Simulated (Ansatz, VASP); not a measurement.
**One calculation of Ti, two programs**

File INCAR:

```
PREC = Accurate
ENCUT = 500
EDIFF = 1E-6
ISMEAR = 0
SIGMA = 0.1
LREAL = F
LASPH = T
NELM = 120
ALGO = Normal
ISIF = 2
LWAVE = F
LCHARG = T
GGA = PS
LELF = T
LVHAR = T
NBANDS = 12
GGA_COMPAT = F
```

KPOINTS

```
Automatic mesh
0
Gamma
  8 8 8
```

File POSCAR:

```
Ti
1.0
   -1.6300483685      1.6300483685      1.6300483685
    1.6300483685     -1.6300483685      1.6300483685
    1.6300483685      1.6300483685     -1.6300483685
Ti
1
Direct
    0.0000000000      0.0000000000      0.0000000000
```

Input for Ansatz:

```yaml
crystal:
  lattice:
    - [-1.6300483685, 1.6300483685, 1.6300483685]
    - [1.6300483685, -1.6300483685, 1.6300483685]
    - [1.6300483685, 1.6300483685, -1.6300483685]
  atoms:
    - { symbol: Ti, position: [0.0, 0.0, 0.0] }
basis:
  ecutwfc: 420
kpoints:
  mp_grid: { grid: [8, 8, 8] }
hamiltonian:
  xc: pbesol
scf:
  occupations: { method: gaussian, width: 0.1 }
output:
  forces: true
  stress: true
  eigenvalues: true
```

Alike in both runs: task single point; functional PBEsol; k mesh 8 × 8 × 8; occupations gaussian, width 0.1 eV; no spin polarisation.

```csv
,VASP,Ansatz
version,VASP 6.6.1,Ansatz 0.2.0
potentials or method,"VASP PAW PBE potentials, release 64 (Ti_sv), cutoff 500 eV","scalar-relativistic, plane waves, PAW"
valence electrons in the cell,12,12
```

Ansatz gave:

| Property | Result |
| --- | --- |
| gap on the k mesh at the Fermi level (eV) | none |
| pressure (GPa) | -5.0 |

Task: Which values does VASP return?

Result: gap on the k mesh at the Fermi level (eV): none; pressure (GPa): -5.2.

VASP's potentials were made for PBE, not for PBEsol. A gap of «none» marks a metal or a gap that the smearing closes.
